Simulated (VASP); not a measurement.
# Sr (Fm-3m) in VASP: further runs

The runs below take Sr through single point, with PBE-based screened hybrid with 25 % exact exchange, PBE.

Everything below comes from runs of VASP 6.6.1. Logs are shortened: lines on timing, memory, paths and dates and some standing lists are left out, and cuts for length are marked.

### 1 The cell of the first run

Symmetry: Fm-3m, No. 225, cubic system. The conventional cell has a = 6.085 Å, b = 6.085 Å, c = 6.085 Å, α = 90.00°, β = 90.00°, γ = 90.00°. Within 5.6 Å of Sr (site symmetry m-3m) lie 12 Sr at 4.30 Å.

### 2 Single point, PBE-based screened hybrid with 25 % exact exchange

Input file POSCAR:

```
Sr
1.0
    0.0000000000      3.0423500000      3.0423500000
    3.0423500000      0.0000000000      3.0423500000
    3.0423500000      3.0423500000      0.0000000000
Sr
1
Direct
    0.0000000000      0.0000000000      0.0000000000
```

Input file INCAR.step1:

```
SYSTEM = Sr
PREC = Accurate
ENCUT = 520
EDIFF = 1E-5
ISMEAR = 1
SIGMA = 0.01
LREAL = .FALSE.
LASPH = .TRUE.
NELM = 100
ALGO = Normal
ISIF = 2
LWAVE = .TRUE.
LCHARG = .FALSE.
GGA = PE
NBANDS = 11
```

Input file INCAR.step2:

```
SYSTEM = Sr
PREC = Accurate
ENCUT = 520
EDIFF = 1E-6
ISMEAR = 1
SIGMA = 0.01
LREAL = .FALSE.
LASPH = .TRUE.
NELM = 100
ALGO = Normal
ISIF = 2
LWAVE = .FALSE.
LCHARG = .FALSE.
GGA = PE
LHFCALC = .TRUE.
AEXX = 0.25
HFSCREEN = 0.3
PRECFOCK = Normal
ISTART = 1
NBANDS = 11
```

Input file KPOINTS:

```
Automatic mesh
0
G
  6 6 6
  0 0 0
```

Potentials or basis: VASP PAW PBE potentials, release 64 (Sr_sv).

Command:

```bash
> cat potpaw_PBE.64/Sr_sv/POTCAR > POTCAR
> cp INCAR.step1 INCAR
> mpirun -np 1 vasp_std > vasp.out
> cp INCAR.step2 INCAR
> mpirun -np 1 vasp_std > vasp.out
```

OUTCAR:

```text
SYSTEM = Sr
   PREC = Accurate
   ENCUT = 520
   EDIFF = 1E-6
   ISMEAR = 1
   LREAL = .FALSE.
   LASPH = .TRUE.
   NELM = 100
   ISIF = 2
   GGA = PE
   LHFCALC = .TRUE.
   AEXX = 0.25
   HFSCREEN = 0.3
   PRECFOCK = Normal
   ISTART = 1

 ion  position               nearest neighbor table
   1  0.000  0.000  0.000-

  LATTYP: Found a face centered cubic cell.
 ALAT       =     6.0847000000

  Lattice vectors:

 A1 = (   0.0000000000,   3.0423500000,   3.0423500000)
 A2 = (   3.0423500000,   0.0000000000,   3.0423500000)
 A3 = (   3.0423500000,   3.0423500000,   0.0000000000)

Analysis of symmetry for initial positions (statically):
=====================================================================
 Subroutine PRICEL returns:
 Original cell was already a primitive cell.

 Routine SETGRP: Setting up the symmetry group for a
 face centered cubic supercell.

 Subroutine GETGRP returns: Found 48 space group operations
 (whereof 48 operations were pure point group operations)
 out of a pool of 48 trial point group operations.

The static configuration has the point symmetry O_h .

Analysis of symmetry for dynamics (positions and initial velocities):
=====================================================================
 Subroutine PRICEL returns:
 Original cell was already a primitive cell.

 Routine SETGRP: Setting up the symmetry group for a
 face centered cubic supercell.

 Subroutine GETGRP returns: Found 48 space group operations
 (whereof 48 operations were pure point group operations)
 out of a pool of 48 trial point group operations.

The dynamic configuration has the point symmetry O_h .

 Subroutine INISYM returns: Found 48 space group operations
 (whereof 48 operations are pure point group operations),
 and found     1 'primitive' translations

----------------------------------------------------------------------------------------

                                     Primitive cell

  volume of cell :      56.3193

  direct lattice vectors                    reciprocal lattice vectors
     0.000000000  3.042350000  3.042350000    -0.164346640  0.164346640  0.164346640
     3.042350000  0.000000000  3.042350000     0.164346640 -0.164346640  0.164346640
     3.042350000  3.042350000  0.000000000     0.164346640  0.164346640 -0.164346640

  length of vectors
     4.302532631  4.302532631  4.302532631     0.284656730  0.284656730  0.284656730

  position of ions in fractional coordinates (direct lattice)
     0.000000000  0.000000000  0.000000000

  ion indices of the primitive-cell ions
   primitive index   ion index
                 1           1

----------------------------------------------------------------------------------------

 KPOINTS: Automatic mesh

Automatic generation of k-mesh.
 Grid dimensions read from file:
 generate k-points for:    6    6    6

 Generating k-lattice:

  Cartesian coordinates                     Fractional coordinates (reciprocal lattice)
    -0.027391107  0.027391107  0.027391107     0.166666667  0.000000000  0.000000000
     0.027391107 -0.027391107  0.027391107     0.000000000  0.166666667  0.000000000
     0.027391107  0.027391107 -0.027391107     0.000000000  0.000000000  0.166666667

  Length of vectors
     0.047442788  0.047442788  0.047442788

  Shift w.r.t. Gamma in fractional coordinates (k-lattice)
     0.000000000  0.000000000  0.000000000

 Subroutine IBZKPT returns following result:
 ===========================================

 Found     16 irreducible k-points:

 Following reciprocal coordinates:
            Coordinates               Weight
  0.000000  0.000000  0.000000      1.000000
  0.166667  0.000000  0.000000      8.000000
  0.333333  0.000000  0.000000      8.000000
  0.500000  0.000000  0.000000      4.000000
  0.166667  0.166667  0.000000      6.000000
  0.333333  0.166667  0.000000     24.000000
[... 8 lines left out ...]
 -0.333333  0.333333  0.166667     24.000000
 -0.333333  0.500000  0.166667     12.000000
   k-points           NKPTS =     16   k-points in BZ     NKDIM =    216   number of bands    NBANDS=     11
   number of dos      NEDOS =    301   number of ions     NIONS =      1
   total plane-waves  NPLWV =  32768
   dimension x,y,z NGX =    32 NGY =   32 NGZ =   32
   dimension x,y,z NGXF=    64 NGYF=   64 NGZF=   64
   ions per type =               1
   NGX,Y,Z   is equivalent  to a cutoff of  12.36, 12.36, 12.36 a.u.
   NGXF,Y,Z  is equivalent  to a cutoff of  24.73, 24.73, 24.73 a.u.
 SYSTEM =  Sr
   PREC   = accura    normal or accurate (medium, high low for compatibility)
   ISTART =      1    job   : 0-new  1-cont  2-samecut
   ICHARG =      0    charge: 1-file 2-atom 10-const
   ISPIN  =      1    spin polarized calculation?
   LNONCOLLINEAR =      F non collinear calculations
   LSORBIT =      F    spin-orbit coupling
   LASPH  =      T    aspherical Exc in radial PAW
   ENCUT  =  520.0 eV  38.22 Ry    6.18 a.u.   8.00  8.00  8.00*2*pi/ulx,y,z
   NELM   =    100;   NELMIN=  2; NELMDL=  0     # of ELM steps
   EDIFF  = 0.1E-05   stopping-criterion for ELM
   LREAL  =      F    real-space projection
   EDIFFG = 0.1E-04   stopping-criterion for IOM
   NSW    =      0    number of steps for IOM
   IBRION =     -1    ionic relax: 0-MD 1-quasi-New 2-CG
   NFREE  =      0    steps in history (QN), initial steepest desc. (CG)
   ISIF   =      2    stress and relaxation
   ISYM   =      3    0-nonsym 1-usesym 2-fastsym
   POTIM  = 0.5000    time-step for ionic-motion
   TEBEG  =    0.0;   TEEND  =   0.0 temperature during run
   PSTRESS=    0.0 pullay stress
   NELECT =      10.0000    total number of electrons
   NUPDOWN=      -1.0000    fix difference up-down
   EMIN   =  10.00;   EMAX   =-10.00  energy-range for DOS
   EFERMI =   0.00;   METHOD = LEGACY
   ISMEAR =     1;   SIGMA  =   0.01  broadening in eV -4-tet -1-fermi 0-gaus
   EFERMI_NEDOS =   21; number of points for ismear=-14 and -15
   IALGO  =     38    algorithm
   IMIX   =      1    mixing-type and parameters
     AMIX     =   0.40;   BMIX     =  1.00
     AMIX_MAG =   1.60;   BMIX_MAG =  1.00
  volume/ion in A,a.u.               =      56.32       380.06
  Fermi-wavevector in a.u.,A,eV,Ry     =   0.920144  1.738819 11.519569  0.846664
  Thomas-Fermi vector in A             =   2.045416
   LORBIT       =      0    0 simple, 1 ext, 2 COOP (PROOUT), +10 PAW based schemes
   GGA     = PE    functional components
   LHFCALC =     T    Hartree Fock is set to
   PRECFOCK=normal    Normal, Fast or Accurate (Low or Medium for compatibility)
   ENCUT4O =  -1.0   cutoff for four orbital integrals eV
   NKREDX  =     1    reduce k-point grid by
   NKREDY  =     1    reduce k-point grid by
   NKREDZ  =     1    reduce k-point grid by
   AEXX    =    0.2500 exact exchange contribution
   HFSCREEN=    0.3000 screening length (either q_TF or 0.3 A-1)
   HFSCREENC=   0.3000 screening length for correlation (either q_TF or 0.3 A-1)
   ENCUTFOCK=  -1.0 apply spherical cutoff to Coloumb kernel
   IVDW    =     0    specifies the selected vdW correction
   LEPSILON=     F    determine dielectric tensor
   LRPA    =     F    only Hartree local field effects (RPA)
 non-spin polarized calculation
 Methfessel and Paxton  Order N= 1 SIGMA  =   0.01
  energy-cutoff  :      520.00
  volume of cell :       56.32
 maximum number of plane-waves:      1527
  NGX = 24; NGY = 24; NGZ = 24

 number of electron      10.0000000 magnetization

 Free energy of the ion-electron system (eV)
  ---------------------------------------------------
  ext. energy  EPLUGINS =         0.00000000
  ---------------------------------------------------
  free energy    TOTEN  =        -1.58668054 eV

  energy without entropy =       -1.58652027  energy(sigma->0) =       -1.58662712

 E-fermi :   1.5509     XC(G=0):  -6.2925

 val. band max:        1.5465216286   @ k =  -0.3333   0.3333   0.1667
 cond. band min:       1.6248948028   @ k =  -0.3333   0.3333   0.1667
 fundamental gap:      0.0783731741
 Fermi energy:         1.5508878973

 k-point     1 :       0.0000    0.0000    0.0000
  band No.  band energies     occupation
      1     -37.9318      2.00000
      2     -18.5488      2.00000
      3     -18.5488      2.00000
      4     -18.5488      2.00000
      5      -2.5107      2.00000
      6       4.3042      0.00000
      7       4.3042      0.00000
      8       4.3042      0.00000
      9       5.8257      0.00000
     10       5.8257      0.00000
     11       8.9166      0.00000

 k-point     2 :       0.1667    0.0000    0.0000
  band No.  band energies     occupation
      1     -37.9285      2.00000
      2     -18.5976      2.00000
      3     -18.5551      2.00000
      4     -18.5551      2.00000
      5      -2.0299      2.00000
      6       3.6400      0.00000
      7       4.4579      0.00000
      8       4.4579      0.00000
      9       5.6338      0.00000
     10       5.6338      0.00000
     11       9.3329      0.00000

 k-point     3 :       0.3333    0.0000    0.0000
  band No.  band energies     occupation
      1     -37.9217      2.00000
      2     -18.6926      2.00000
      3     -18.5675      2.00000
      4     -18.5675      2.00000
      5      -0.7629      2.00000
      6       2.4737      0.00000
      7       4.2952      0.00000
      8       4.2952      0.00000
      9       6.1742      0.00000
     10       6.1742      0.00000
     11       8.0259      0.00000

 k-point     4 :       0.5000    0.0000    0.0000
  band No.  band energies     occupation
      1     -37.9184      2.00000
      2     -18.7388      2.00000
      3     -18.5737      2.00000
      4     -18.5737      2.00000
      5       0.4514      2.00000
      6       1.4646      2.00000
      7       4.1067      0.00000
      8       4.1067      0.00000
      9       6.9188      0.00000
     10       6.9188      0.00000
     11       7.5665      0.00000

 k-point     5 :       0.1667    0.1667    0.0000
  band No.  band energies     occupation
      1     -37.9274      2.00000
      2     -18.5963      2.00000
      3     -18.5657      2.00000
      4     -18.5656      2.00000
      5      -1.8736      2.00000
      6       3.5423      0.00000
      7       4.5827      0.00000
      8       4.5827      0.00000
      9       4.8150      0.00000
     10       6.0590      0.00000
     11      10.3492      0.00000
[... 99 lines left out ...]
 k-point    13 :       0.5000    0.5000    0.0000
  band No.  band energies     occupation
      1     -37.9142      2.00000
      2     -18.7233      2.00000
      3     -18.6160      2.00000
      4     -18.6160      2.00000
      5       0.9237      2.00000
      6       2.1830      0.00000
      7       2.5774      0.00000
      8       6.9198      0.00000
      9       7.0231      0.00000
     10       7.1489      0.00000
     11       7.2445      0.00000

 k-point    14 :       0.5000    0.3333    0.1667
  band No.  band energies     occupation
      1     -37.9174      2.00000
      2     -18.6893      2.00000
      3     -18.6236      2.00000
      4     -18.5900      2.00000
      5       0.2363      2.00000
      6       2.4907      0.00000
      7       2.9204      0.00000
      8       4.8781      0.00000
      9       5.7756      0.00000
     10       7.1501      0.00000
     11       7.7428      0.00000

 k-point    15 :      -0.3333    0.3333    0.1667
  band No.  band energies     occupation
      1     -37.9152      2.00000
      2     -18.6942      2.00000
      3     -18.6460      2.00000
      4     -18.6007      2.00000
      5       1.5465      1.66667
      6       1.6249     -0.00000
      7       2.7502      0.00000
      8       4.5378      0.00000
      9       6.1808      0.00000
     10       7.2386      0.00000
     11       7.2485      0.00000

 k-point    16 :      -0.3333    0.5000    0.1667
  band No.  band energies     occupation
      1     -37.9142      2.00000
      2     -18.6966      2.00000
      3     -18.6429      2.00000
      4     -18.6184      2.00000
      5       1.4160      2.00000
      6       2.2390      0.00000
      7       2.4331      0.00000
      8       4.5275      0.00000
      9       7.2489      0.00000
     10       7.2881      0.00000
     11       7.3345      0.00000

------------------------ aborting loop because EDIFF is reached ----------------------------------------

  FORCE on cell =-STRESS in cart. coord.  units (eV):
  Direction    XX          YY          ZZ          XY          YZ          ZX
  --------------------------------------------------------------------------------------
  -------------------------------------------------------------------------------------
  Total       -0.0039088     -0.0039088     -0.0039088      0.0000000     -0.0000000      0.0000000
  in kB       -0.1111974     -0.1111974     -0.1111974      0.0000000     -0.0000000      0.0000000
  external PRESSURE =      -0.1111974 kB  Pullay stress =       0.0000000 kB

 VOLUME and BASIS-vectors are now :
 -----------------------------------------------------------------------------
  energy-cutoff  :      520.00
  volume of cell :       56.32
      direct lattice vectors                 reciprocal lattice vectors
     0.000000000  3.042350000  3.042350000    -0.164346640  0.164346640  0.164346640
     3.042350000  0.000000000  3.042350000     0.164346640 -0.164346640  0.164346640
     3.042350000  3.042350000  0.000000000     0.164346640  0.164346640 -0.164346640

 POSITION                                       TOTAL-FORCE (eV/Angst)
 -----------------------------------------------------------------------------------
      0.00000      0.00000      0.00000         0.000000      0.000000      0.000000
 -----------------------------------------------------------------------------------
    total drift:                               -0.000000     -0.000000     -0.000000

  FREE ENERGIE OF THE ION-ELECTRON SYSTEM (eV)
  ---------------------------------------------------
  free  energy   TOTEN  =        -1.5866805379 eV

  energy  without entropy=       -1.5865202697  energy(sigma->0) =       -1.58662712
```

Wall time 43 min (1 thread of AMD EPYC, shared host); peak memory 0.26 GiB.

What came out:

| Quantity | Value |
| --- | --- |
| Free energy | -1.5867 eV |
| Pressure | 0.0 GPa |
| Band gap on the k mesh | zero (bands 5 and 6 overlap by 0.08 eV) |

Levels at points of the mesh, in eV from the Fermi level:
| k point | band 3 | band 4 | band 5 | band 6 | band 7 | band 8 |
| --- | --- | --- | --- | --- | --- | --- |
| (0.00, 0.00, 0.00) | -20.10 | -20.10 | -4.06 | 2.75 | 2.75 | 2.75 |
| (0.50, 0.00, 0.00) | -20.12 | -20.12 | -1.10 | -0.09 | 2.56 | 2.56 |
| (0.50, 0.50, 0.00) | -20.17 | -20.17 | -0.63 | 0.63 | 1.03 | 5.37 |

Caveat: the PAW data sets were made with another functional, which shifts forces and pressure a little.

(Part 1 of 2 ends here.)

The gap in the log of VASP goes by the Fermi energy; the results here count the filled bands.